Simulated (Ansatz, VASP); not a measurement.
# KCdCO3F in VASP and in Ansatz

```
CELL_PARAMETERS angstrom
5.23207 0.00000 0.00000
-2.61604 4.53111 0.00000
0.00000 0.00000 9.06884
ATOMIC_POSITIONS crystal
K 0.66667 0.33333 0.50000
K 0.66667 0.33333 0.00000
Cd 0.00000 0.00000 0.25000
Cd 0.00000 0.00000 0.75000
C 0.33333 0.66667 0.25000
C 0.33333 0.66667 0.75000
O 0.40020 0.94104 0.25000
O 0.54085 0.59980 0.25000
O 0.05896 0.45915 0.25000
O 0.05896 0.59980 0.75000
O 0.40020 0.45915 0.75000
O 0.54085 0.94104 0.75000
F 0.00000 0.00000 0.50000
F 0.00000 0.00000 0.00000
```

Alike in both runs: functional PBE; k mesh 6 × 6 × 4; occupations fermi-dirac, width 0.02 eV; no spin polarisation.

Ansatz relaxed the structure, and its values are those at the end. VASP's run is a single point on that final structure, the one shown.

|  | VASP | Ansatz |
| --- | --- | --- |
| version | VASP 6.6.1 | Ansatz 0.2.0 |
| potentials or method | VASP PAW PBE potentials, release 64 (K_sv, Cd, C, O, F), cutoff 520 eV | PAW plane waves |
| valence electrons in the cell | 100 | 116 |

```csv
,VASP,Ansatz,Ansatz less VASP
gap on the k mesh at the Fermi level (eV),3.06,3.07,+0.006
pressure (GPa),0.7,0.0,-0.70
rms of the force components (eV/Å),0.087,0.001,-0.0859
```

With one functional, cell and mesh, what is left measures potentials, basis and numerics. VASP's potentials hold 100 valence electrons a cell and Ansatz's 116, so a difference there can come from the potentials and not from the codes.
